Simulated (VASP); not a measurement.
Here is a VASP 6.6.1 calculation.

File INCAR:

```
SYSTEM = GaAsSe3
PREC     = Accurate       ! precision mode
ENCUT    = 500            ! plane-wave cutoff, eV
EDIFF    = 1E-6           ! SCF threshold, eV
ISMEAR   = 0              ! smearing method
SIGMA    = 0.02           ! smearing width, eV
LREAL    = .FALSE.        ! projectors in reciprocal space
LASPH    = .TRUE.         ! aspherical terms in the spheres
NELM     = 120            ! most SCF steps
ALGO     = Normal         ! electronic algorithm
ISIF     = 2              ! what is computed and relaxed
LWAVE    = .FALSE.        ! write WAVECAR
LCHARG   = .FALSE.        ! write CHGCAR
GGA      = PE             ! functional
NBANDS   = 47             ! bands
GGA_COMPAT= .FALSE.
```

File KPOINTS:

```
Automatic mesh
0
G
  6 6 4
  0 0 0
```

The input POSCAR:

```
GaAsSe3
1.0
    3.4895741060     -5.6141345525      0.0130624875
    3.4895741060      5.6141345525      0.0130624875
   -1.1326408865      0.0000000000      7.2656203513
Ga As Se
2 2 6
Direct
    0.0732167904      0.9150146907      0.4794485946
    0.9150146907      0.0732167904      0.9794485946
    0.5679801432      0.3988478143      0.0274354825
    0.3988478143      0.5679801432      0.5274354825
    0.2019073642      0.0375685998      0.8128346397
    0.7306645919      0.5443066103      0.4208014360
    0.0375685998      0.2019073642      0.3128346397
    0.5443066103      0.7306645919      0.9208014360
    0.8774816778      0.4030117173      0.8844798472
    0.4030117173      0.8774816778      0.3844798472
```

Potentials or basis: VASP PAW PBE potentials, release 64 (Ga_d, As, Se).

Launch:

```sh
$ cat potpaw_PBE.64/Ga_d/POTCAR potpaw_PBE.64/As/POTCAR potpaw_PBE.64/Se/POTCAR > POTCAR
$ mpirun -np 1 vasp_std > vasp.out
```

(1) Estimate the largest force.

(2) Predict the pressure.

(3) What does it give for the band gap on the k mesh?

Results:

(1) 0.045 eV/Å.

(2) 0.1 GPa.

(3) 1.25 eV (least direct gap 1.35 eV).
